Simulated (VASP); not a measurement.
Wanted: the native input for a VASP 6.6.1 run.

```
Task                   : single point
Functional             : PBEsol
Potentials or basis    : VASP PAW PBE potentials, release 64 (C)
Cutoff                 : 520 eV
k mesh                 : 13 × 13 × 8
Occupations            : fermi-dirac, width 0.05 eV
Spin                   : no spin polarisation
Dipole correction      : no
Further INCAR settings : ALGO = Normal; EDIFF = 1e-06; NBANDS = 11
```

The structure of C lies in POSCAR:

```
C
1.0
    2.1130425595     -1.2200386853      0.0000000000
    2.1130425595      1.2200386853      0.0000000000
   -1.3698138511      0.0000000000      3.4793204435
C
2
Direct
    0.1666444700      0.1666444700      0.9999069600
    0.8333555300      0.8333555300      0.0000930400
```

These files were run (other wordings do the same):

INCAR

```
  PREC = Accurate
  ENCUT = 520
  EDIFF = 1E-6
  ISMEAR = -1
  SIGMA = 0.05
  LREAL = False
  LASPH = True
  NELM = 60
  ALGO = Normal
  ISIF = 2
  LWAVE = False
  LCHARG = True
  GGA = PS
  LELF = True
  LVHAR = True
  NBANDS = 11
```

KPOINTS

```
regular mesh
0
Gamma
  13 13 8
```

Potentials or basis: VASP PAW PBE potentials, release 64 (C).

Run with:

```console
$ cat potpaw_PBE.64/C/POTCAR > POTCAR
$ mpirun -np 1 vasp_std > vasp.out
```

Results of the run:

| Quantity | Value |
| --- | --- |
| Pressure | 7.3 GPa |
| Largest force | 0.004 eV/Å |
| Band gap on the k mesh | 0.92 eV, indirect (least direct gap 0.93 eV) |

Caveat: the PAW data sets were made with another functional, which shifts forces and pressure a little; this functional lacks dispersion, which binds the layers, so the pressure and a relaxed spacing across them are unreliable.

Run time: 38 s on 1 thread of Intel Xeon 6975P-C, with other jobs on the host, peak memory 0.17 GiB.
